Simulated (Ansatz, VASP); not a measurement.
**LiCl: VASP beside Ansatz**

```
Cl Li
1.0
     0.00000    2.61607    2.56477
     2.61607    0.00000    2.56477
     2.61607    2.61607    0.00000
Cl Li
1 1
Direct
  0.50000 0.50000 0.50000
  0.00000 0.00000 0.00000
```

Alike in both runs: task single point; functional PBEsol; k mesh 7 × 7 × 7; occupations fermi-dirac, width 0.05 eV; no spin polarisation.

```csv
,VASP,Ansatz
version,VASP 6.6.1,Ansatz 0.2.0
potentials or method,"VASP PAW PBE potentials, release 64 (Cl, Li_sv)",Ansatz PAW
plane-wave cutoff (eV),750,420
valence electrons in the cell,10,10
```

|  | VASP | Ansatz | Ansatz less VASP |
| --- | --- | --- | --- |
| gap on the k mesh at the Fermi level (eV) | 5.90 | 5.89 | -0.002 |
| least direct gap on the mesh (eV) | 5.90 | 5.89 | -0.002 |
| pressure (GPa) | -2.3 | -2.3 | +0.06 |
| traceless stress, the component that is largest in VASP (GPa) | 0.34 | 0.34 | -0.003 |

VASP's potentials were made for PBE, not for PBEsol. The functional is the same, so the differences come from potentials, cutoffs and numerics.

Noted on Ansatz's run: odd divisions of the mesh miss points on the zone boundary, where band edges often lie, so the gap on the mesh can be too wide.
